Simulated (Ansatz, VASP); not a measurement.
**Two plane-wave programs on WS2**

File INCAR:

```
PREC     = Accurate       # precision mode
ENCUT    = 520            # plane-wave cutoff, eV
EDIFF    = 1E-6           # SCF threshold, eV
ISMEAR   = 0              # smearing method
SIGMA    = 0.05           # smearing width, eV
LREAL    = False          # projectors in reciprocal space
LASPH    = True           # aspherical terms in the spheres
NELM     = 60             # most SCF steps
ALGO     = Normal         # electronic algorithm
ISIF     = 2              # what is computed and relaxed
LWAVE    = False          # write WAVECAR
LCHARG   = False          # write CHGCAR
GGA      = PS             # functional
NBANDS   = 20             # bands
```

The input KPOINTS:

```
regular mesh
0
Gamma
  12 12 12
```

File POSCAR:

```
WS2
1.0
    1.6210175043      0.9358948925      6.4660217133
   -1.6210175043      0.9358948925      6.4660217133
    0.0000000000     -1.8717897850      6.4660217133
W S
1 2
Direct
    0.9993284863      0.9993284863      0.9993284863
    0.7479630314      0.7479630314      0.7479630314
    0.5840084823      0.5840084823      0.5840084823
```

Input for Ansatz:

```yaml
crystal:
  lattice:
    - [1.6210175043, 0.9358948925, 6.4660217133]
    - [-1.6210175043, 0.9358948925, 6.4660217133]
    - [0.0, -1.871789785, 6.4660217133]
  atoms:
    - { symbol: W, position: [0.9993284863, 0.9993284863, 0.9993284863] }
    - { symbol: S, position: [0.7479630314, 0.7479630314, 0.7479630314] }
    - { symbol: S, position: [0.5840084823, 0.5840084823, 0.5840084823] }
basis:
  ecutwfc: 420
kpoints:
  mp_grid: { grid: [12, 12, 12] }
hamiltonian:
  xc: pbesol
scf:
  occupations: { method: gaussian, width: 0.05 }
output:
  forces: true
  stress: true
  eigenvalues: true
```

Change from the starting cell: strain +0.030 along x and y, +0.015 along z, atoms carried along.

Alike in both runs: task single point; functional PBEsol; k mesh 12 × 12 × 12; occupations gaussian, width 0.05 eV; no spin polarisation.

|  | VASP | Ansatz |
| --- | --- | --- |
| version | VASP 6.6.1 | Ansatz 0.2.0 |
| potentials or method | VASP PAW PBE potentials, release 64 (W_sv, S), cutoff 520 eV | scalar-relativistic, plane waves, PAW |
| valence electrons in the cell | 26 | 26 |

```csv
,VASP,Ansatz,Ansatz less VASP
gap on the k mesh at the Fermi level (eV),1.15,1.14,-0.013
least direct gap on the mesh (eV),1.67,1.67,-0.003
pressure (GPa),-10.2,-10.2,-0.07
"traceless stress, the component that is largest in VASP (GPa)",1.02,1.00,-0.018
rms of the force components (eV/Å),0.479,0.487,+0.0081
```

VASP's potentials were made for PBE, not for PBEsol. Atom by atom the forces differ by 0.008 eV/Å (rms over components).

Neither program's run includes spin-orbit coupling.
